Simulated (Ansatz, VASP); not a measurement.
# One calculation of KZnF3, two programs

Contents of INCAR:

```
SYSTEM = KZnF3
PREC = Accurate
ENCUT = 520
EDIFF = 1E-6
ISMEAR = 0
SIGMA = 0.05
LREAL = .False.
LASPH = .True.
NELM = 60
ALGO = Normal
ISIF = 2
LWAVE = .False.
LCHARG = .False.
GGA = PE
NBANDS = 29
```

File KPOINTS:

```
regular mesh
0
Gamma
  6 6 6
  0 0 0
```

The input POSCAR:

```
KZnF3
1.0
    4.0500000000      0.0000000000      0.0000000000
    0.0000000000      4.3537500000      0.0000000000
    0.0000000000      0.0000000000      4.0500000000
K Zn F
1 1 3
Direct
    0.0000000000      0.0000000000      0.0000000000
    0.5000000000      0.5000000000      0.5000000000
    0.5000000000      0.5000000000      0.0000000000
    0.0000000000      0.5000000000      0.5000000000
    0.5000000000      0.0000000000      0.5000000000
```

Input for Ansatz:

```yaml
crystal:
  lattice:
    - [4.05, 0.0, 0.0]
    - [0.0, 4.35375, 0.0]
    - [0.0, 0.0, 4.05]
  atoms:
    - { symbol: K, position: [0.0, 0.0, 0.0] }
    - { symbol: Zn, position: [0.5, 0.5, 0.5] }
    - { symbol: F, position: [0.5, 0.5, 0.0] }
    - { symbol: F, position: [0.0, 0.5, 0.5] }
    - { symbol: F, position: [0.5, 0.0, 0.5] }
basis:
  ecutwfc: 420
kpoints:
  mp_grid: { grid: [6, 6, 6] }
hamiltonian:
  xc: pbe
scf:
  occupations: { method: gaussian, width: 0.05 }
output:
  forces: true
  stress: true
  eigenvalues: true
```

Change from the starting cell: strain +0.0750 x Voigt [0, 1, 0, 0, 0, 0], atoms carried along.

Alike in both runs: task single point; functional PBE; k mesh 6 × 6 × 6; occupations gaussian, width 0.05 eV; no spin polarisation.

|  | VASP | Ansatz |
| --- | --- | --- |
| version | VASP 6.6.1 | Ansatz 0.2.0 |
| potentials or method | VASP PAW PBE potentials, release 64 (K_sv, Zn, F), cutoff 520 eV | scalar-relativistic, plane waves, PAW |
| valence electrons in the cell | 42 | 42 |

VASP gave:

```
gap on the k mesh at the Fermi level (eV)                     : 3.45
least direct gap on the mesh (eV)                             : 4.97
pressure (GPa)                                                : -0.3
traceless stress, the component that is largest in VASP (GPa) : -2.96
```

Q: What did Ansatz give for the same quantities?

A: gap on the k mesh at the Fermi level (eV): 3.51; least direct gap on the mesh (eV): 5.00; pressure (GPa): -0.6; traceless stress, the component that is largest in VASP (GPa): -2.78.

The functional is the same, so the differences come from potentials, cutoffs and numerics.
